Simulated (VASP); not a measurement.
# Cu3Mo2 (P-3m1) in VASP: single point with PBE

Aim: the single point of Cu3Mo2 with PBE.

All numbers are computed with VASP 6.6.1; they aren't measurements. Logs are shortened: lines on timing, memory, paths and dates and some standing lists are left out, and cuts for length are marked.

### Step 1. The cell of the first run

It takes space group P-3m1 (No. 164, trigonal). The conventional cell has a = 2.702 Å, b = 2.702 Å, c = 21.985 Å, α = 90.00°, β = 90.00°, γ = 120.00°. Cu (site symmetry 3m) has 12 Cu at 2.55 to 2.70 Å within 3.4 Å. Cu (site symmetry 3m) has 9 Cu at 2.56 to 2.70 Å and 3 Mo at 2.73 Å within 3.4 Å. Within 3.4 Å of Cu (site symmetry 3m) lie 12 Cu at 2.54 to 2.70 Å. Within 3.6 Å of Mo (site symmetry 3m) lie 9 Mo at 2.70 to 2.92 Å and 3 Cu at 2.73 Å. Within 3.6 Å of Mo (site symmetry 3m) lie 12 Mo at 2.70 to 2.92 Å.

### Step 2. Single point, PBE

The input, POSCAR:

```
Cu3Mo2
1.0
    2.7017351522      0.0000000000      0.0000000000
   -1.3508675761      2.3397712761      0.0000000000
    0.0000000000      0.0000000000     21.9846410039
Cu Mo
6 4
Direct
    0.0000000000      0.0000000000      0.8628622356
    0.3333333333      0.6666666667      0.7707464230
    0.3333333333      0.6666666667      0.0455799825
    0.0000000000      0.0000000000      0.1371377644
    0.6666666667      0.3333333333      0.2292535770
    0.6666666667      0.3333333333      0.9544200175
    0.3333333333      0.6666666667      0.3314382032
    0.6666666667      0.3333333333      0.4437934442
    0.3333333333      0.6666666667      0.5562065558
    0.6666666667      0.3333333333      0.6685617968
```

The input, INCAR.step1:

```
SYSTEM = Cu3Mo2
PREC     = Accurate       ! precision mode
ENCUT    = 520            ! plane-wave cutoff, eV
EDIFF    = 1E-6           ! SCF threshold, eV
ISMEAR   = 0              ! smearing method
SIGMA    = 0.1            ! smearing width, eV
LREAL    = .False.        ! projectors in reciprocal space
LASPH    = .True.         ! aspherical terms in the spheres
NELM     = 80             ! most SCF steps
ALGO     = Fast           ! electronic algorithm
ISIF     = 2              ! what is computed and relaxed
LWAVE    = .False.        ! write WAVECAR
LCHARG   = .True.         ! write CHGCAR
LMAXMIX  = 4              ! l up to which the mixer works
GGA      = PE             ! functional
NBANDS   = 72             ! bands
```

The input, KPOINTS.step1:

```
regular mesh
0
Gamma
  12 12 2
  0 0 0
```

The input, INCAR.step2:

```
SYSTEM = Cu3Mo2
PREC     = Accurate       ! precision mode
ENCUT    = 520            ! plane-wave cutoff, eV
EDIFF    = 1E-6           ! SCF threshold, eV
ISMEAR   = -5             ! smearing method
SIGMA    = 0.1            ! smearing width, eV
LREAL    = .False.        ! projectors in reciprocal space
LASPH    = .True.         ! aspherical terms in the spheres
NELM     = 80             ! most SCF steps
ALGO     = Fast           ! electronic algorithm
ISIF     = 2              ! what is computed and relaxed
LWAVE    = .False.        ! write WAVECAR
LCHARG   = .False.        ! write CHGCAR
LMAXMIX  = 4              ! l up to which the mixer works
GGA      = PE             ! functional
LORBIT   = 11             ! projections on sites
NEDOS    = 1001           ! points of the DOS
ICHARG   = 11             ! starting density
```

The input, KPOINTS.step2:

```
regular mesh
0
Gamma
  18 18 3
  0 0 0
```

Potentials or basis: VASP PAW PBE potentials, release 64 (Cu, Mo_sv).

Run with:

```
$ cat potpaw_PBE.64/Cu/POTCAR potpaw_PBE.64/Mo_sv/POTCAR > POTCAR
$ cp INCAR.step1 INCAR
$ cp KPOINTS.step1 KPOINTS
$ mpirun -np 1 vasp_std > vasp.out
$ cp INCAR.step2 INCAR
$ cp KPOINTS.step2 KPOINTS
$ mpirun -np 1 vasp_std > vasp.out
```

OUTCAR:

```text
SYSTEM = Cu3Mo2
   PREC = Accurate
   ENCUT = 520
   EDIFF = 1E-6
   ISMEAR = -5
   LREAL = .False.
   LASPH = .True.
   NELM = 80
   ISIF = 2
   GGA = PE
   LORBIT = 11
   ICHARG = 11

 ion  position               nearest neighbor table
   1  0.000  0.000  0.863-   6 2.55   6 2.55   6 2.55   2 2.56   2 2.56   2 2.56
   2  0.333  0.667  0.771-   1 2.56   1 2.56   1 2.56  10 2.73  10 2.73  10 2.73
   3  0.333  0.667  0.046-   6 2.54   6 2.54   6 2.54   4 2.55   4 2.55   4 2.55
   4  0.000  0.000  0.137-   3 2.55   3 2.55   3 2.55   5 2.56   5 2.56   5 2.56
   5  0.667  0.333  0.229-   4 2.56   4 2.56   4 2.56   7 2.73   7 2.73   7 2.73
   6  0.667  0.333  0.954-   3 2.54   3 2.54   3 2.54   1 2.55   1 2.55   1 2.55
   7  0.333  0.667  0.331-   5 2.73   5 2.73   5 2.73   8 2.92   8 2.92   8 2.92
   8  0.667  0.333  0.444-   7 2.92   7 2.92   7 2.92   9 2.92   9 2.92   9 2.92
   9  0.333  0.667  0.556-  10 2.92  10 2.92  10 2.92   8 2.92   8 2.92   8 2.92
  10  0.667  0.333  0.669-   2 2.73   2 2.73   2 2.73   9 2.92   9 2.92   9 2.92

  LATTYP: Found a hexagonal cell.
 ALAT       =     2.7017351522
 C/A-ratio  =     8.1372302485

  Lattice vectors:

 A1 = (   2.7017351522,   0.0000000000,   0.0000000000)
 A2 = (  -1.3508675761,   2.3397712761,   0.0000000000)
 A3 = (   0.0000000000,   0.0000000000,  21.9846410039)

Analysis of symmetry for initial positions (statically):
=====================================================================
 Subroutine PRICEL returns:
 Original cell was already a primitive cell.

 Routine SETGRP: Setting up the symmetry group for a
 hexagonal supercell.

 Subroutine GETGRP returns: Found 12 space group operations
 (whereof 12 operations were pure point group operations)
 out of a pool of 24 trial point group operations.

The static configuration has the point symmetry D_3d.

Analysis of symmetry for dynamics (positions and initial velocities):
=====================================================================
 Subroutine PRICEL returns:
 Original cell was already a primitive cell.

 Routine SETGRP: Setting up the symmetry group for a
 hexagonal supercell.

 Subroutine GETGRP returns: Found 12 space group operations
 (whereof 12 operations were pure point group operations)
 out of a pool of 24 trial point group operations.

The dynamic configuration has the point symmetry D_3d.

 Subroutine INISYM returns: Found 12 space group operations
 (whereof 12 operations are pure point group operations),
 and found     1 'primitive' translations

----------------------------------------------------------------------------------------

                                     Primitive cell

  volume of cell :     138.9746

  direct lattice vectors                    reciprocal lattice vectors
     2.701735152  0.000000000  0.000000000     0.370132505  0.213696101  0.000000000
    -1.350867576  2.339771276  0.000000000     0.000000000  0.427392203  0.000000000
     0.000000000  0.000000000 21.984641004     0.000000000  0.000000000  0.045486301

  length of vectors
     2.701735152  2.701735152 21.984641004     0.427392203  0.427392203  0.045486301

  position of ions in fractional coordinates (direct lattice)
     0.000000000  0.000000000  0.862862236
     0.333333333  0.666666667  0.770746423
     0.333333333  0.666666667  0.045579983
     0.000000000  0.000000000  0.137137764
     0.666666667  0.333333333  0.229253577
     0.666666667  0.333333333  0.954420017
     0.333333333  0.666666667  0.331438203
     0.666666667  0.333333333  0.443793444
     0.333333333  0.666666667  0.556206556
     0.666666667  0.333333333  0.668561797

  ion indices of the primitive-cell ions
   primitive index   ion index
                 1           1
                 2           2
                 3           3
                 4           4
                 5           5
                 6           6
                 7           7
                 8           8
                 9           9
                10          10

----------------------------------------------------------------------------------------

 KPOINTS: regular mesh

Automatic generation of k-mesh.
 Grid dimensions read from file:
 generate k-points for:   18   18    3

 Generating k-lattice:

  Cartesian coordinates                     Fractional coordinates (reciprocal lattice)
     0.020562917  0.011872006  0.000000000     0.055555556 -0.000000000  0.000000000
     0.000000000  0.023744011  0.000000000     0.000000000  0.055555556  0.000000000
     0.000000000  0.000000000  0.015162100     0.000000000  0.000000000  0.333333333

  Length of vectors
     0.023744011  0.023744011  0.015162100

  Shift w.r.t. Gamma in fractional coordinates (k-lattice)
     0.000000000  0.000000000  0.000000000

 TETIRR: Found   1374 inequivalent tetrahedra from     5832

 Subroutine IBZKPT returns following result:
 ===========================================

 Found    101 irreducible k-points:

 Following reciprocal coordinates:
            Coordinates               Weight
  0.000000  0.000000  0.000000      1.000000
  0.055556  0.000000  0.000000      6.000000
  0.111111  0.000000  0.000000      6.000000
  0.166667 -0.000000  0.000000      6.000000
  0.222222  0.000000  0.000000      6.000000
  0.277778  0.000000  0.000000      6.000000
[... 16 lines left out ...]
  0.333333  0.111111  0.000000     12.000000
  0.388889  0.111111  0.000000     12.000000
 [... further k-points ...]
   k-points           NKPTS =    101   k-points in BZ     NKDIM =    101   number of bands    NBANDS=     73
   number of dos      NEDOS =   1001   number of ions     NIONS =     10
   total plane-waves  NPLWV =  67200
   dimension x,y,z NGX =    20 NGY =   20 NGZ =  168
   dimension x,y,z NGXF=    40 NGYF=   40 NGZF=  336
   ions per type =               6   4
   NGX,Y,Z   is equivalent  to a cutoff of  12.31, 12.31, 12.70 a.u.
   NGXF,Y,Z  is equivalent  to a cutoff of  24.61, 24.61, 25.41 a.u.
 SYSTEM =  Cu3Mo2
   PREC   = accura    normal or accurate (medium, high low for compatibility)
   ISTART =      0    job   : 0-new  1-cont  2-samecut
   ICHARG =     11    charge: 1-file 2-atom 10-const
   ISPIN  =      1    spin polarized calculation?
   LNONCOLLINEAR =      F non collinear calculations
   LSORBIT =      F    spin-orbit coupling
   LASPH  =      T    aspherical Exc in radial PAW
   ENCUT  =  520.0 eV  38.22 Ry    6.18 a.u.   5.02  5.02 40.88*2*pi/ulx,y,z
   NELM   =     80;   NELMIN=  2; NELMDL=  0     # of ELM steps
   EDIFF  = 0.1E-05   stopping-criterion for ELM
   LREAL  =      F    real-space projection
[... 7 lines left out ...]
   TEBEG  =    0.0;   TEEND  =   0.0 temperature during run
   PSTRESS=    0.0 pullay stress
   NELECT =     122.0000    total number of electrons
   NUPDOWN=      -1.0000    fix difference up-down
   EMIN   =  10.00;   EMAX   =-10.00  energy-range for DOS
   EFERMI =   0.00;   METHOD = LEGACY
   ISMEAR =    -5;   SIGMA  =   0.10  broadening in eV -4-tet -1-fermi 0-gaus
   EFERMI_NEDOS =   21; number of points for ismear=-14 and -15
   IALGO  =     68    algorithm
   IMIX   =      4    mixing-type and parameters
     AMIX     =   0.40;   BMIX     =  1.00
     AMIX_MAG =   1.60;   BMIX_MAG =  1.00
  volume/ion in A,a.u.               =      13.90        93.78
  Fermi-wavevector in a.u.,A,eV,Ry     =   1.567531  2.962205 33.431620  2.457155
  Thomas-Fermi vector in A             =   2.669697
   LORBIT       =     11    0 simple, 1 ext, 2 COOP (PROOUT), +10 PAW based schemes
   GGA     = PE    functional components
   LHFCALC =     F    Hartree Fock is set to
   AEXX    =    0.0000 exact exchange contribution
   IVDW    =     0    specifies the selected vdW correction
   LEPSILON=     F    determine dielectric tensor
   LRPA    =     F    only Hartree local field effects (RPA)
 non-spin polarized calculation
 RMM-DIIS sequential band-by-band and
 Fermi weights with tetrahedron method with Bloechl corrections
  energy-cutoff  :      520.00
  volume of cell :      138.97
 maximum number of plane-waves:      3801

 number of electron     122.0000010 magnetization

 Free energy of the ion-electron system (eV)
  ---------------------------------------------------
  ext. energy  EPLUGINS =         0.00000000
  ---------------------------------------------------
  free energy    TOTEN  =       -63.86346904 eV

  energy without entropy =      -63.86346904  energy(sigma->0) =      -63.86346904

 E-fermi :   9.2507     XC(G=0): -12.7731

 val. band max:        9.2726363646   @ k =   0.5000   0.0000   0.3333
 cond. band min:       9.2241938233   @ k =   0.2222   0.0556   0.0000
 fundamental gap:     -0.0484425413
 Fermi energy:         9.2506970704

 k-point     1 :       0.0000    0.0000    0.0000
  band No.  band energies     occupation
      1     -51.7047      2.00000
      2     -51.6895      2.00000
      3     -51.6235      2.00000
      4     -51.5615      2.00000
      5     -26.1985      2.00000
      6     -25.9910      2.00000
[... 65 lines left out ...]
     72      11.6739      0.00000
     73      12.4592      0.00000

 k-point     2 :       0.0556    0.0000    0.0000
  band No.  band energies     occupation
      1     -51.6966      2.00000
      2     -51.6818      2.00000
      3     -51.6162      2.00000
      4     -51.5548      2.00000
      5     -26.1861      2.00000
      6     -25.9827      2.00000
[... 65 lines left out ...]
     72      11.6353      0.00000
     73      12.3885      0.00000

 k-point     3 :       0.1111    0.0000    0.0000
  band No.  band energies     occupation
      1     -51.6731      2.00000
      2     -51.6595      2.00000
      3     -51.5950      2.00000
      4     -51.5354      2.00000
      5     -26.1501      2.00000
      6     -25.9591      2.00000
[... 1585 lines left out ...]
     72      13.4390      0.00000
     73      14.0372      0.00000

 k-point    24 :       0.3889    0.1111    0.0000
  band No.  band energies     occupation
      1     -51.4262      2.00000
      2     -51.4253      2.00000
      3     -51.3688      2.00000
      4     -51.3444      2.00000
      5     -26.3397      2.00000
      6     -26.3377      2.00000
[... 65 lines left out ...]
     72      13.1155      0.00000
     73      13.7827      0.00000

 [... further k-points ...]

------------------------ aborting loop because EDIFF is reached ----------------------------------------

  FORCE on cell =-STRESS in cart. coord.  units (eV):
  Direction    XX          YY          ZZ          XY          YZ          ZX
  --------------------------------------------------------------------------------------
  -------------------------------------------------------------------------------------
  Total       -2.1217652     -2.1217652     -0.8238394      0.0000000      0.0000000      0.0000000
  in kB      -24.4608952    -24.4608952     -9.4976813      0.0000000      0.0000000      0.0000000
  external PRESSURE =     -19.4731573 kB  Pullay stress =       0.0000000 kB

 VOLUME and BASIS-vectors are now :
 -----------------------------------------------------------------------------
  energy-cutoff  :      520.00
  volume of cell :      138.97
      direct lattice vectors                 reciprocal lattice vectors
     2.701735152  0.000000000  0.000000000     0.370132505  0.213696101  0.000000000
    -1.350867576  2.339771276  0.000000000     0.000000000  0.427392203  0.000000000
     0.000000000  0.000000000 21.984641004     0.000000000  0.000000000  0.045486301

 POSITION                                       TOTAL-FORCE (eV/Angst)
 -----------------------------------------------------------------------------------
      0.00000      0.00000     18.96972        -0.000000      0.000000     -0.019934
     -0.00000      1.55985     16.94458         0.000000      0.000000     -0.022977
     -0.00000      1.55985      1.00206        -0.000000      0.000000      0.007233
      0.00000      0.00000      3.01492        -0.000000      0.000000      0.019934
      1.35087      0.77992      5.04006        -0.000000      0.000000      0.022977
      1.35087      0.77992     20.98258         0.000000     -0.000000     -0.007233
     -0.00000      1.55985      7.28655        -0.000000      0.000000     -0.022399
      1.35087      0.77992      9.75664         0.000000      0.000000     -0.032104
     -0.00000      1.55985     12.22800        -0.000000      0.000000      0.032104
      1.35087      0.77992     14.69809        -0.000000      0.000000      0.022399
 -----------------------------------------------------------------------------------
    total drift:                                0.000000      0.000000      0.000000

  FREE ENERGIE OF THE ION-ELECTRON SYSTEM (eV)
  ---------------------------------------------------
  free  energy   TOTEN  =       -63.8634690374 eV

  energy  without entropy=      -63.8634690374  energy(sigma->0) =      -63.86346904

 total charge

# of ion       s       p       d       tot
------------------------------------------
    1        0.429   0.330   9.167   9.925
    2        0.443   0.368   9.145   9.956
    3        0.430   0.329   9.166   9.925
    4        0.429   0.330   9.167   9.925
    5        0.443   0.368   9.145   9.956
    6        0.430   0.329   9.166   9.925
    7        2.388   6.177   3.986  12.550
    8        2.392   6.194   3.967  12.554
    9        2.392   6.194   3.967  12.554
   10        2.388   6.177   3.986  12.550
--------------------------------------------------
tot         12.163  26.797  70.861 109.822
```

Run time: 71 min. Hardware: 1 thread of Intel Xeon 8259CL, shared host; peak memory 0.76 GiB.

What came out:

| Item | Value |
| --- | --- |
| Valence electrons inside the program's atomic spheres | Cu 9.93, 9.96 (each value once); Mo 12.55 |

Levels at points of the mesh, in eV from the Fermi level:
| k point | band 57 | band 58 | band 59 | band 60 | band 61 | band 62 | band 63 | band 64 | band 65 | band 66 |
| --- | --- | --- | --- | --- | --- | --- | --- | --- | --- | --- |
| (0.00, 0.00, 0.00) | -1.56 | -1.08 | -0.95 | -0.73 | -0.73 | -0.64 | -0.64 | -0.49 | -0.49 | -0.34 |
| (0.50, 0.00, 0.00) | -0.05 | -0.03 | 0.02 | 0.62 | 0.80 | 0.83 | 0.84 | 1.33 | 1.73 | 1.97 |
